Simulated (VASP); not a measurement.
# CaInO (P4/nmm) in VASP: single point with PBE

Aim: the single point of CaInO with PBE.

Everything below comes from runs of VASP 6.6.1. Logs are shortened: lines on timing, memory, paths and dates and some standing lists are left out, and cuts for length are marked.

### Step 1. The cell of the first run

Symmetry: P4/nmm, No. 129, tetragonal system. Conventional cell: a = 3.332 Å, b = 3.332 Å, c = 10.618 Å, α = 90.00°, β = 90.00°, γ = 90.00°. In (site symmetry 4mm) has 1 O at 2.90 Å and 8 In at 3.33 to 3.45 Å and 4 Ca at 3.67 Å within 3.8 Å. Ca (site symmetry 4mm) has 5 O at 2.36 to 2.38 Å within 3.1 Å. O (site symmetry 4mm) has 5 Ca at 2.36 to 2.38 Å and 1 In at 2.90 Å within 3.1 Å.

### Step 2. Single point, PBE

INCAR reads:

```
SYSTEM = CaInO
PREC = Accurate
ENCUT = 520
EDIFF = 1E-6
ISMEAR = 0
SIGMA = 0.2919
LREAL = .False.
LASPH = .True.
NELM = 100
ALGO = Normal
ISIF = 2
LWAVE = .False.
LCHARG = .True.
GGA = PE
LELF = .True.
LVHAR = .True.
NBANDS = 38
```

KPOINTS reads:

```
regular mesh
0
Gamma
  9 9 4
  0 0 0
```

POSCAR reads:

```
CaInO
1.0
    3.3323216967      0.0000000000      0.0000000000
    0.0000000000      3.3323216967      0.0000000000
    0.0000000000      0.0000000000     10.6183195080
In Ca O
2 2 2
Direct
    0.0000000000      0.5000000000      0.1185999276
    0.5000000000      0.0000000000      0.8814000724
    0.0000000000      0.5000000000      0.6159314990
    0.5000000000      0.0000000000      0.3840685010
    0.0000000000      0.5000000000      0.3920764145
    0.5000000000      0.0000000000      0.6079235855
```

Potentials or basis: VASP PAW PBE potentials, release 64 (In_d, Ca_sv, O).

The run is started by

```console
$ cat potpaw_PBE.64/In_d/POTCAR potpaw_PBE.64/Ca_sv/POTCAR potpaw_PBE.64/O/POTCAR > POTCAR
$ mpirun -np 1 vasp_std > vasp.out
```

OUTCAR:

```text
SYSTEM = CaInO
   PREC = Accurate
   ENCUT = 520
   EDIFF = 1E-6
   ISMEAR = 0
   LREAL = .False.
   LASPH = .True.
   NELM = 100
   ISIF = 2
   GGA = PE

 ion  position               nearest neighbor table
   1  0.000  0.500  0.119-   5 2.90   2 3.45   2 3.45   2 3.45   2 3.45
   2  0.500  0.000  0.881-   6 2.90   1 3.45   1 3.45   1 3.45   1 3.45
   3  0.000  0.500  0.616-   6 2.36   6 2.36   6 2.36   6 2.36   5 2.38
   4  0.500  0.000  0.384-   5 2.36   5 2.36   5 2.36   5 2.36   6 2.38
   5  0.000  0.500  0.392-   4 2.36   4 2.36   4 2.36   4 2.36   3 2.38   1 2.90
   6  0.500  0.000  0.608-   3 2.36   3 2.36   3 2.36   3 2.36   4 2.38   2 2.90

  LATTYP: Found a simple tetragonal cell.
 ALAT       =     3.3323216967
 C/A-ratio  =     3.1864629152

  Lattice vectors:

 A1 = (   3.3323216967,   0.0000000000,   0.0000000000)
 A2 = (   0.0000000000,   3.3323216967,   0.0000000000)
 A3 = (   0.0000000000,   0.0000000000,  10.6183195080)

Analysis of symmetry for initial positions (statically):
=====================================================================
 Subroutine PRICEL returns:
 Original cell was already a primitive cell.

 Routine SETGRP: Setting up the symmetry group for a
 simple tetragonal supercell.

 Subroutine GETGRP returns: Found 16 space group operations
 (whereof  8 operations were pure point group operations)
 out of a pool of 16 trial point group operations.

The static configuration has the point symmetry D_2d.
 The point group associated with its full space group is D_4h.

Analysis of symmetry for dynamics (positions and initial velocities):
=====================================================================
 Subroutine PRICEL returns:
 Original cell was already a primitive cell.

 Routine SETGRP: Setting up the symmetry group for a
 simple tetragonal supercell.

 Subroutine GETGRP returns: Found 16 space group operations
 (whereof  8 operations were pure point group operations)
 out of a pool of 16 trial point group operations.

The dynamic configuration has the point symmetry D_2d.
 The point group associated with its full space group is D_4h.

 Subroutine INISYM returns: Found 16 space group operations
 (whereof  8 operations are pure point group operations),
 and found     1 'primitive' translations

----------------------------------------------------------------------------------------

[... 96 lines left out ...]
   LSORBIT =      F    spin-orbit coupling
   LASPH  =      T    aspherical Exc in radial PAW
   ENCUT  =  520.0 eV  38.22 Ry    6.18 a.u.   6.20  6.20 19.74*2*pi/ulx,y,z
   NELM   =    100;   NELMIN=  2; NELMDL= -5     # of ELM steps
   EDIFF  = 0.1E-05   stopping-criterion for ELM
   LREAL  =      F    real-space projection
   EDIFFG = 0.1E-04   stopping-criterion for IOM
   NSW    =      0    number of steps for IOM
   IBRION =     -1    ionic relax: 0-MD 1-quasi-New 2-CG
   NFREE  =      0    steps in history (QN), initial steepest desc. (CG)
   ISIF   =      2    stress and relaxation
   ISYM   =      2    0-nonsym 1-usesym 2-fastsym
   POTIM  = 0.5000    time-step for ionic-motion
   TEBEG  =    0.0;   TEEND  =   0.0 temperature during run
   PSTRESS=    0.0 pullay stress
   NELECT =      58.0000    total number of electrons
   NUPDOWN=      -1.0000    fix difference up-down
   EMIN   =  10.00;   EMAX   =-10.00  energy-range for DOS
   EFERMI =   0.00;   METHOD = LEGACY
   ISMEAR =     0;   SIGMA  =   0.29  broadening in eV -4-tet -1-fermi 0-gaus
   EFERMI_NEDOS =   21; number of points for ismear=-14 and -15
   IALGO  =     38    algorithm
   IMIX   =      4    mixing-type and parameters
     AMIX     =   0.40;   BMIX     =  1.00
     AMIX_MAG =   1.60;   BMIX_MAG =  1.00
  volume/ion in A,a.u.               =      19.65       132.62
  Fermi-wavevector in a.u.,A,eV,Ry     =   1.292313  2.442117 22.722711  1.670072
  Thomas-Fermi vector in A             =   2.424028
   LORBIT       =      0    0 simple, 1 ext, 2 COOP (PROOUT), +10 PAW based schemes
   GGA     = PE    functional components
   LHFCALC =     F    Hartree Fock is set to
   AEXX    =    0.0000 exact exchange contribution
   IVDW    =     0    specifies the selected vdW correction
   LEPSILON=     F    determine dielectric tensor
   LRPA    =     F    only Hartree local field effects (RPA)
 non-spin polarized calculation
 Gauss-broadening in eV      SIGMA  =   0.29
  energy-cutoff  :      520.00
  volume of cell :      117.91
 maximum number of plane-waves:      3206
 NGX is ok and might be reduce to    28
   NGX = 13   NGY = 13   NGZ = 39

 number of electron      58.0000029 magnetization

 Free energy of the ion-electron system (eV)
  ---------------------------------------------------
  ext. energy  EPLUGINS =         0.00000000
  ---------------------------------------------------
  free energy    TOTEN  =       -29.80312632 eV

  energy without entropy =      -29.75577594  energy(sigma->0) =      -29.77945113

 E-fermi :   5.0719     XC(G=0):  -9.9256

 val. band max:        5.0259069826   @ k =   0.3333   0.3333   0.2500
 cond. band min:       5.0737618177   @ k =   0.3333   0.3333   0.5000
 fundamental gap:      0.0478548350
 Fermi energy:         5.0718911807

 k-point     1 :       0.0000    0.0000    0.0000
  band No.  band energies     occupation
      1     -34.4764      2.00000
      2     -34.4108      2.00000
      3     -15.8822      2.00000
      4     -15.5324      2.00000
      5     -15.3625      2.00000
      6     -15.3625      2.00000
[... 973 lines left out ...]
     37      11.0269      0.00000
     38      11.4502      0.00000

 [... further k-points ...]
[... 5 lines left out ...]
  --------------------------------------------------------------------------------------
  -------------------------------------------------------------------------------------
  Total        0.2282497      0.2282497      0.0961321      0.0000000      0.0000000     -0.0000000
  in kB        3.1014958      3.1014958      1.3062592      0.0000000      0.0000000     -0.0000000
  external PRESSURE =       2.5030836 kB  Pullay stress =       0.0000000 kB

 VOLUME and BASIS-vectors are now :
 -----------------------------------------------------------------------------
  energy-cutoff  :      520.00
  volume of cell :      117.91
      direct lattice vectors                 reciprocal lattice vectors
     3.332321697  0.000000000  0.000000000     0.300091075  0.000000000  0.000000000
     0.000000000  3.332321697  0.000000000     0.000000000  0.300091075  0.000000000
     0.000000000  0.000000000 10.618319508     0.000000000  0.000000000  0.094176861

 POSITION                                       TOTAL-FORCE (eV/Angst)
 -----------------------------------------------------------------------------------
      0.00000      1.66616      1.25933         0.000000      0.000000      0.000257
      1.66616      0.00000      9.35899        -0.000000      0.000000     -0.000257
      0.00000      1.66616      6.54016         0.000000     -0.000000      0.035450
      1.66616      0.00000      4.07816        -0.000000      0.000000     -0.035450
      0.00000      1.66616      4.16319         0.000000      0.000000     -0.017500
      1.66616      0.00000      6.45513        -0.000000      0.000000      0.017500
 -----------------------------------------------------------------------------------
    total drift:                                0.000000      0.000000     -0.000000

  FREE ENERGIE OF THE ION-ELECTRON SYSTEM (eV)
  ---------------------------------------------------
  free  energy   TOTEN  =       -29.8031263223 eV

  energy  without entropy=      -29.7557759366  energy(sigma->0) =      -29.77945113
```

stdout:

```text
POSCAR found type information on POSCAR InCaO
 POSCAR found :  3 types and       6 ions
 scaLAPACK will be used
 LDA part: xc-table for (Slater+PW92), standard interpolation
 POSCAR, INCAR and KPOINTS ok, starting setup
 FFT: planning ... GRIDC
 FFT: planning ... GRID_SOFT
 FFT: planning ... GRID
 WAVECAR not read
 entering main loop
```

Wall time 3.2 min (1 thread of Intel Xeon Platinum 8259CL at 2.50GHz (Skylake/Cascade Lake), shared host); peak memory 0.35 GiB.

Results:

```yaml
Free_energy: -29.8031 eV
Pressure: 0.3 GPa
Largest_force: 0.035 eV/Å
Band_gap_on_the_k_mesh: zero (band 29 reaches 6.12 eV, above the bottom of band 30 at 4.36 eV)
```

Forces on the atoms (eV/Å):
```
In   0.000  0.000  0.000
In   0.000  0.000  0.000
Ca   0.000  0.000  0.035
Ca   0.000  0.000 -0.035
O    0.000  0.000 -0.018
O    0.000  0.000  0.018
```

Stress tensor (GPa, compression positive):
```
0.31 0.00 0.00
0.00 0.31 0.00
0.00 0.00 0.13
```

Levels at points of the mesh, in eV from the Fermi level:
```
           k point  band 25  band 26  band 27  band 28  band 29  band 30  band 31  band 32  band 33  band 34
(0.00, 0.00, 0.00)    -2.07    -2.07    -1.80    -1.80    -0.89     2.36     3.48     4.11     4.70     4.70
(0.00, 0.00, 0.50)    -2.07    -2.07    -1.80    -1.80     0.06     2.36     3.03     3.48     5.03     5.03
```

Caveat: spin-orbit coupling is left out, which moves the levels of the heavy elements.
